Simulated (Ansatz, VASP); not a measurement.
# Two plane-wave programs on TaWC2

```
CELL_PARAMETERS angstrom
1.60268 0.92531 5.20168
-1.60268 0.92531 5.20168
0.00000 -1.85062 5.20168
ATOMIC_POSITIONS crystal
W 0.00000 0.00000 0.00000
Ta 0.50000 0.50000 0.50000
C 0.25093 0.25093 0.25093
C 0.74907 0.74907 0.74907
```

Alike in both runs: task single point; functional LDA; k mesh 10 × 10 × 10; occupations fermi-dirac, width 0.05 eV; no spin polarisation.

|  | VASP | Ansatz |
| --- | --- | --- |
| version | VASP 6.6.1 | Ansatz 0.2.0 |
| potentials or method | VASP PAW LDA potentials, release 64 (W_sv, Ta_sv_GW, C) | Ansatz PAW |
| plane-wave cutoff (eV) | 700 | 420 |
| valence electrons in the cell | 35 | 35 |

|  | VASP | Ansatz | Ansatz less VASP |
| --- | --- | --- | --- |
| gap on the k mesh at the Fermi level (eV) | none | none | - |
| rms of the force components (eV/Å) | 0.019 | 0.028 | +0.0084 |

LDA's correlation is that of Perdew and Zunger in VASP and of Perdew and Wang (1992) in Ansatz. Atom by atom the forces differ by 0.008 eV/Å (rms over components). A gap of «none» marks a metal or a gap that the smearing closes.

Spin-orbit coupling is off throughout.
